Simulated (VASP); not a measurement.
# Ba8Ti8O23 (a cell with a defect) in VASP: notebook

Ba8Ti8O23 (a cell with a defect) is run at these levels: PBE; tasks: single point.

Program: VASP 6.6.1. These are calculated values, not measurements. Logs are shortened: lines on timing, memory, paths and dates and some standing lists are left out, and cuts for length are marked.

## 1. The cell of the first run

The cell holds a defect, 39 atoms: a = 7.968 Å, b = 8.037 Å, c = 8.037 Å, α = 89.82°, β = 90.00°, γ = 90.00°.

## 2. Single point, PBE

INCAR

```
SYSTEM = Ba8Ti8O23
PREC = Accurate ; ENCUT = 520
EDIFF = 1E-6 ; ISMEAR = 0
SIGMA = 0.02 ; LREAL = Auto
LASPH = .TRUE. ; NELM = 120
ALGO = Normal ; ISIF = 2
LWAVE = .FALSE. ; LCHARG = .TRUE.
GGA = PE ; LVHAR = .TRUE.
NELECT = 312.0 ; NBANDS = 182
GGA_COMPAT = .FALSE. ; KPAR = 2
NCORE = 2
```

KPOINTS

```
Automatic mesh
0
G
  2 2 2
  0 0 0
```

POSCAR

```
Ba8Ti8O23
1.0
    7.9682000000      0.0000000000      0.0000000000
    0.0000000000      5.6741000000      5.6916000000
    0.0000000000     -5.6741000000      5.6916000000
Ba Ti O
8 8 23
Direct
    0.0013732085      0.0040576195      0.0087036427
    0.0027318591      0.0016437262      0.4982229194
    0.0042933159      0.5046618480      0.0084476467
    0.0052346829      0.5044812568      0.4975645651
    0.4912147034      0.0020657503      0.0091029896
    0.4900412891      0.0008236439      0.4976405841
    0.4927382596      0.5024138024      0.0064826415
    0.4890426947      0.5039371850      0.4972649374
    0.2417045255      0.2573907490      0.2589122238
    0.2394658769      0.2619101044      0.7586472081
    0.2412606360      0.7589215759      0.2598882491
    0.2405400216      0.7574279084      0.7600926482
    0.7443594538      0.2675327037      0.2666599662
    0.7404550589      0.2298630360      0.7504395151
    0.7416993800      0.7598537199      0.2639757833
    0.7445758139      0.7726890355      0.7604130799
    0.0005004894      0.2459230615      0.2443577031
    0.2515027233      0.2448418780      0.4890666890
    0.2514541553      0.4922349310      0.2477968703
    0.0008857709      0.2511984288      0.7383438792
    0.2505132903      0.2443776882      0.9903148412
    0.2504571923      0.4924047475      0.7462492338
    0.0048551743      0.7472908549      0.2470474683
    0.2512354108      0.7472215067      0.4928297970
    0.2512305163      0.9936479453      0.2471170417
   -0.0044864587      0.7369621041      0.7458750594
    0.2515298311      0.7491659524      0.9915162811
    0.2509994729      0.9878562194      0.7451752656
    0.5091345599      0.2459052284      0.2435397431
    0.7522258477      0.2641117948      0.5007184814
    0.7523313923      0.4959370159      0.2509519081
    0.5072460531      0.2529980542      0.7386294319
    0.7536188851      0.2930615094      0.9649030349
    0.5055150473      0.7472510759      0.2472255212
    0.7523256193      0.7422480985      0.5005020947
    0.7523175874      0.9928864197      0.2459325416
    0.5130646821      0.7346253476      0.7454106704
    0.7525493838      0.7378028881      0.9864980115
    0.7486103511      1.0007746530      0.7580300768
```

Potentials or basis: VASP PAW PBE potentials, release 64 (Ba_sv, Ti_sv, O).

Command:

```bash
> cat potpaw_PBE.64/Ba_sv/POTCAR potpaw_PBE.64/Ti_sv/POTCAR potpaw_PBE.64/O/POTCAR > POTCAR
> mpirun -np 4 vasp_std > vasp.out
```

OUTCAR:

```text
SYSTEM = Ba8Ti8O23
   PREC = Accurate
   ENCUT = 520
   EDIFF = 1E-6
   ISMEAR = 0
   LREAL = Auto
   LASPH = .TRUE.
   NELM = 120
   ISIF = 2
   GGA = PE
   NELECT = 312.0

 ion  position               nearest neighbor table
   1  0.001  0.004  0.009-  17 2.72  36 2.75  25 2.76  21 2.77  23 2.81  39 2.85  27 2.86  28 2.91
                            38 2.92  20 2.94  26 3.02  33 3.07  12 3.40  11 3.40  16 3.41   9 3.45
   2  0.003  0.002  0.498-  18 2.78  20 2.79  28 2.80  17 2.83  25 2.83  36 2.85  24 2.85  23 2.88
                            35 2.89  30 2.90  39 2.91  26 2.91  11 3.33   9 3.39  15 3.42  12 3.44
   3  0.004  0.505  0.008-  33 2.65  23 2.74  38 2.75  19 2.75  27 2.79  31 2.80  17 2.81  26 2.81
                            21 2.87  22 2.88  20 2.98  10 3.37   9 3.40  12 3.41  11 3.44  13 3.49
   4  0.005  0.504  0.498-  26 2.74  24 2.77  35 2.78  30 2.79  22 2.80  23 2.80  20 2.80  19 2.81
                            31 2.83  18 2.87  17 2.91   9 3.35  11 3.37  13 3.38  10 3.41  15 3.48
   5  0.491  0.002  0.009-  25 2.71  29 2.73  21 2.74  27 2.79  34 2.80  36 2.82  28 2.86  39 2.88
                            32 2.96  38 2.98  37 3.03  33 3.16  16 3.39  14 3.40  11 3.44  12 3.45
   6  0.490  0.001  0.498-  18 2.73  28 2.76  25 2.77  24 2.79  32 2.81  29 2.84  34 2.87  36 2.91
                            37 2.92  39 2.94  35 2.95  30 2.97  15 3.36  11 3.37  14 3.39   9 3.44
   7  0.493  0.502  0.006-  33 2.70  19 2.73  27 2.76  34 2.77  29 2.81  37 2.81  38 2.81  21 2.84
                            22 2.85  31 2.85  32 2.95  10 3.44  13 3.45   9 3.46  12 3.48  11 3.53
   8  0.489  0.504  0.497-  24 2.72  37 2.73  19 2.76  22 2.76  32 2.80  34 2.80  18 2.81  35 2.84
                            30 2.85  31 2.89  29 2.92  13 3.35   9 3.39  11 3.42  15 3.43  10 3.48
   9  0.242  0.257  0.259-  18 1.85  19 1.89  17 1.93  25 2.12  29 2.14  21 2.16   4 3.35   8 3.39
                             2 3.39   3 3.40   6 3.44   1 3.45   7 3.46   5 3.50
  10  0.239  0.262  0.759-  22 1.86  21 1.87  20 1.91  32 2.14  18 2.17  28 2.21   3 3.37   4 3.41
                             7 3.44   1 3.45   8 3.48   2 3.51   5 3.52   6 3.58
  11  0.241  0.759  0.260-  24 1.88  23 1.89  25 1.89  34 2.11  19 2.15  27 2.16   2 3.33   4 3.37
                             6 3.37   1 3.40   8 3.42   5 3.44   3 3.44   7 3.53
  12  0.241  0.757  0.760-  28 1.86  27 1.86  26 1.96  22 2.13  24 2.15  37 2.18   1 3.40   3 3.41
                             2 3.44   5 3.45   4 3.48   7 3.48   6 3.49   8 3.54
  13  0.744  0.268  0.267-  31 1.84  30 1.88  29 1.89  17 2.06  36 2.21  33 2.43   8 3.35   4 3.38
                             7 3.45   6 3.48   3 3.49   2 3.50   5 3.60   1 3.61
  14  0.740  0.230  0.750-  33 1.80  39 1.84  32 1.87  30 2.03  20 2.08   6 3.39   5 3.40   2 3.44
                             1 3.45   7 3.60   8 3.60   4 3.66   3 3.69
  15  0.742  0.760  0.264-  36 1.88  34 1.89  35 1.91  23 2.10  31 2.13  38 2.24   6 3.36   2 3.42
                             8 3.43   5 3.46   4 3.48   1 3.51   7 3.54   3 3.58
  16  0.745  0.773  0.760-  39 1.83  38 1.84  37 1.87  26 2.02  35 2.10   5 3.39   1 3.41   6 3.45
                             2 3.47   7 3.55   3 3.59   8 3.65   4 3.67
  17  0.001  0.246  0.244-   9 1.93  13 2.06   1 2.72   3 2.81   2 2.83   4 2.91
  18  0.252  0.245  0.489-   9 1.85  10 2.17   6 2.73   2 2.78   8 2.81   4 2.87
  19  0.251  0.492  0.248-   9 1.89  11 2.15   7 2.73   3 2.75   8 2.76   4 2.81
  20  0.001  0.251  0.738-  10 1.91  14 2.08   2 2.79   4 2.80   1 2.94   3 2.98
  21  0.251  0.244  0.990-  10 1.87   9 2.16   5 2.74   1 2.77   7 2.84   3 2.87
  22  0.250  0.492  0.746-  10 1.86  12 2.13   8 2.76   4 2.80   7 2.85   3 2.88
[... 15 lines left out ...]
  38  0.753  0.738  0.986-  16 1.84  15 2.24   3 2.75   7 2.81   1 2.92   5 2.98
  39  0.749  0.001  0.758-  16 1.83  14 1.84   1 2.85   5 2.88   2 2.91   6 2.94

  LATTYP: Found a base centered orthorhombic cell.
 ALAT       =    11.3482000000
 B/A-ratio  =     1.0030841896
 C/A-ratio  =     0.7021554079

  Lattice vectors:

 A1 = (   0.0000000000,   5.6741000000,  -5.6916000000)
 A2 = (   0.0000000000,   5.6741000000,   5.6916000000)
 A3 = (   7.9682000000,   0.0000000000,   0.0000000000)

Analysis of symmetry for initial positions (statically):
=====================================================================
 Subroutine PRICEL returns:
 Original cell was already a primitive cell.

 Routine SETGRP: Setting up the symmetry group for a
 base centered orthorhombic supercell.

 Subroutine GETGRP returns: Found  1 space group operations
 (whereof  1 operations were pure point group operations)
 out of a pool of  8 trial point group operations.

The static configuration has the point symmetry C_1 .

Analysis of symmetry for dynamics (positions and initial velocities):
=====================================================================
 Subroutine PRICEL returns:
 Original cell was already a primitive cell.

 Routine SETGRP: Setting up the symmetry group for a
 base centered orthorhombic supercell.

 Subroutine GETGRP returns: Found  1 space group operations
 (whereof  1 operations were pure point group operations)
 out of a pool of  8 trial point group operations.

The dynamic configuration has the point symmetry C_1 .

 Subroutine INISYM returns: Found  1 space group operations
 (whereof  1 operations are pure point group operations),
 and found     1 'primitive' translations

----------------------------------------------------------------------------------------

                                     Primitive cell

[... 112 lines left out ...]
     0.000000000  0.000000000  0.000000000

 Subroutine IBZKPT returns following result:
 ===========================================

 Found      8 irreducible k-points:

 Following reciprocal coordinates:
            Coordinates               Weight
  0.000000  0.000000  0.000000      1.000000
  0.500000  0.000000  0.000000      1.000000
  0.000000  0.500000  0.000000      1.000000
  0.000000  0.000000  0.500000      1.000000
  0.500000  0.500000  0.000000      1.000000
  0.500000  0.000000  0.500000      1.000000
  0.000000  0.500000  0.500000      1.000000
  0.500000  0.500000  0.500000      1.000000
   k-points           NKPTS =      8   k-points in BZ     NKDIM =      8   number of bands    NBANDS=    182
   number of dos      NEDOS =    301   number of ions     NIONS =     39
   total plane-waves  NPLWV = 216000
   dimension x,y,z NGX =    60 NGY =   60 NGZ =   60
   dimension x,y,z NGXF=   120 NGYF=  120 NGZF=  120
   ions per type =               8   8  23
   NGX,Y,Z   is equivalent  to a cutoff of  12.52, 12.41, 12.41 a.u.
   NGXF,Y,Z  is equivalent  to a cutoff of  25.04, 24.82, 24.82 a.u.
 SYSTEM =  Ba8Ti8O23
   PREC   = accura    normal or accurate (medium, high low for compatibility)
   ISTART =      0    job   : 0-new  1-cont  2-samecut
   ICHARG =      2    charge: 1-file 2-atom 10-const
   ISPIN  =      1    spin polarized calculation?
   LNONCOLLINEAR =      F non collinear calculations
   LSORBIT =      F    spin-orbit coupling
   LASPH  =      T    aspherical Exc in radial PAW
   ENCUT  =  520.0 eV  38.22 Ry    6.18 a.u.  14.82 14.94 14.94*2*pi/ulx,y,z
   NELM   =    120;   NELMIN=  2; NELMDL= -5     # of ELM steps
   EDIFF  = 0.1E-05   stopping-criterion for ELM
   LREAL  =      T    real-space projection
   EDIFFG = 0.1E-04   stopping-criterion for IOM
   NSW    =      0    number of steps for IOM
   IBRION =     -1    ionic relax: 0-MD 1-quasi-New 2-CG
   NFREE  =      0    steps in history (QN), initial steepest desc. (CG)
   ISIF   =      2    stress and relaxation
   ISYM   =      2    0-nonsym 1-usesym 2-fastsym
   POTIM  = 0.5000    time-step for ionic-motion
   TEBEG  =    0.0;   TEEND  =   0.0 temperature during run
   PSTRESS=    0.0 pullay stress
   NELECT =     312.0000    total number of electrons
   NUPDOWN=      -1.0000    fix difference up-down
   EMIN   =  10.00;   EMAX   =-10.00  energy-range for DOS
   EFERMI =   0.00;   METHOD = LEGACY
   ISMEAR =     0;   SIGMA  =   0.02  broadening in eV -4-tet -1-fermi 0-gaus
   EFERMI_NEDOS =   21; number of points for ismear=-14 and -15
   IALGO  =     38    algorithm
   IMIX   =      4    mixing-type and parameters
     AMIX     =   0.40;   BMIX     =  1.00
     AMIX_MAG =   1.60;   BMIX_MAG =  1.00
  volume/ion in A,a.u.               =      13.20        89.05
  Fermi-wavevector in a.u.,A,eV,Ry     =   1.385540  2.618292 26.119403  1.919722
  Thomas-Fermi vector in A             =   2.509941
   LORBIT       =      0    0 simple, 1 ext, 2 COOP (PROOUT), +10 PAW based schemes
   GGA     = PE    functional components
   LHFCALC =     F    Hartree Fock is set to
   AEXX    =    0.0000 exact exchange contribution
   IVDW    =     0    specifies the selected vdW correction
   LEPSILON=     F    determine dielectric tensor
   LRPA    =     F    only Hartree local field effects (RPA)
 non-spin polarized calculation
 Gauss-broadening in eV      SIGMA  =   0.02
  energy-cutoff  :      520.00
  volume of cell :      514.66
 maximum number of plane-waves:     13884
 NGX is ok and might be reduce to    60
   NGX = 29   NGY = 29   NGZ = 29

 number of electron     312.0000009 magnetization

 Free energy of the ion-electron system (eV)
  ---------------------------------------------------
  ext. energy  EPLUGINS =         0.00000000
  ---------------------------------------------------
  free energy    TOTEN  =      -321.49816472 eV

  energy without entropy =     -321.49816472  energy(sigma->0) =     -321.49816472

 E-fermi :   3.8114     XC(G=0): -11.0521

 val. band max:        3.7007719713   @ k =   0.0000   0.0000   0.0000
 cond. band min:       5.9329863136   @ k =   0.0000   0.0000   0.0000
 fundamental gap:      2.2322143423
 Fermi energy:         3.8114065520

 k-point     1 :       0.0000    0.0000    0.0000
  band No.  band energies     occupation
      1     -52.8024      2.00000
      2     -52.7128      2.00000
      3     -52.7114      2.00000
      4     -52.6973      2.00000
      5     -52.6895      2.00000
      6     -52.6465      2.00000
[... 1357 lines left out ...]
    167       7.0996      0.00000
    168       7.1385      0.00000
 [bands above 168 left out]

------------------------ aborting loop because EDIFF is reached ----------------------------------------

  FORCE on cell =-STRESS in cart. coord.  units (eV):
  Direction    XX          YY          ZZ          XY          YZ          ZX
  --------------------------------------------------------------------------------------
  -------------------------------------------------------------------------------------
  Total        3.9513146      5.7317814      6.9213810      0.2765761      1.3195245     -0.7410500
  in kB       12.3007223     17.8434415     21.5467493      0.8610010      4.1077732     -2.3069411
  external PRESSURE =      17.2303044 kB  Pullay stress =       0.0000000 kB

 VOLUME and BASIS-vectors are now :
 -----------------------------------------------------------------------------
  energy-cutoff  :      520.00
  volume of cell :      514.66
      direct lattice vectors                 reciprocal lattice vectors
     7.968200000  0.000000000  0.000000000     0.125498858  0.000000000  0.000000000
     0.000000000  5.674100000  5.691600000     0.000000000  0.088119702  0.087848760
     0.000000000 -5.674100000  5.691600000     0.000000000 -0.088119702  0.087848760

 POSITION                                       TOTAL-FORCE (eV/Angst)
 -----------------------------------------------------------------------------------
      0.01094     -0.02636      0.07263        -0.053127      0.051904     -0.044046
      0.02177     -2.81764      2.84504        -0.054277      0.002886      0.013766
      0.03421      2.81557      2.92041        -0.025405      0.014598     -0.056309
      0.04171      0.03925      5.70324        -0.039591     -0.004875     -0.029558
      3.91410     -0.03993      0.06357         0.080045      0.060357     -0.037661
      3.90475     -2.81899      2.83706         0.077894      0.004642      0.017496
[... 31 lines left out ...]
      5.99646     -1.41112      9.81403        -0.001070     -0.016283      0.015889
      5.96508     -4.29674      4.31881        -0.013618      0.043673     -0.059532
 -----------------------------------------------------------------------------------
    total drift:                                0.009795      0.032520     -0.059684

  FREE ENERGIE OF THE ION-ELECTRON SYSTEM (eV)
  ---------------------------------------------------
  free  energy   TOTEN  =      -321.4981647197 eV

  energy  without entropy=     -321.4981647197  energy(sigma->0) =     -321.49816472
```

It took 7.4 min on 4 MPI ranks of AMD EPYC 7R43 (Zen 3), shared host; peak memory 0.46 GiB.

Results:

| Item | Value |
| --- | --- |
| Free energy | -321.4982 eV |
| Largest force | 0.619 eV/Å |

Forces on the atoms (eV/Å):
```
Ba  -0.053  0.052 -0.044
Ba  -0.054  0.003  0.014
Ba  -0.025  0.015 -0.056
Ba  -0.040 -0.005 -0.030
Ba   0.080  0.060 -0.038
Ba   0.078  0.005  0.017
Ba   0.031  0.018 -0.030
Ba   0.068 -0.009 -0.033
Ti   0.020  0.017 -0.069
Ti   0.017  0.022 -0.074
Ti   0.041  0.029 -0.073
Ti  -0.002  0.014 -0.072
Ti   0.020  0.058 -0.096
Ti   0.087  0.013  0.012
Ti   0.039 -0.019 -0.095
Ti   0.037  0.045 -0.078
O    0.007 -0.004  0.042
O   -0.011 -0.033  0.075
O   -0.004  0.060  0.022
O   -0.087  0.032  0.107
O    0.000  0.005  0.041
O    0.000  0.031  0.049
O   -0.035  0.026  0.009
O   -0.003 -0.005  0.040
O   -0.008  0.041  0.039
O   -0.016  0.014  0.015
O   -0.002 -0.017  0.031
O   -0.007  0.055  0.065
O   -0.050 -0.013  0.052
O   -0.003 -0.039 -0.001
O   -0.006  0.042  0.036
O   -0.009  0.037  0.095
O   -0.019 -0.614 -0.073
O   -0.035  0.022  0.008
O    0.003 -0.034  0.054
O   -0.005  0.037  0.068
O   -0.035  0.011  0.013
O   -0.001 -0.016  0.016
O   -0.014  0.044 -0.060
```

Caveat: the cell carries a net charge on a neutralising background, which shifts energy and pressure; the cell is charged against a uniform background, so pressure and absolute levels hang on convention; spin-orbit coupling is left out, which moves the levels of the heavy elements.

(Part 1 of 2 ends here.)
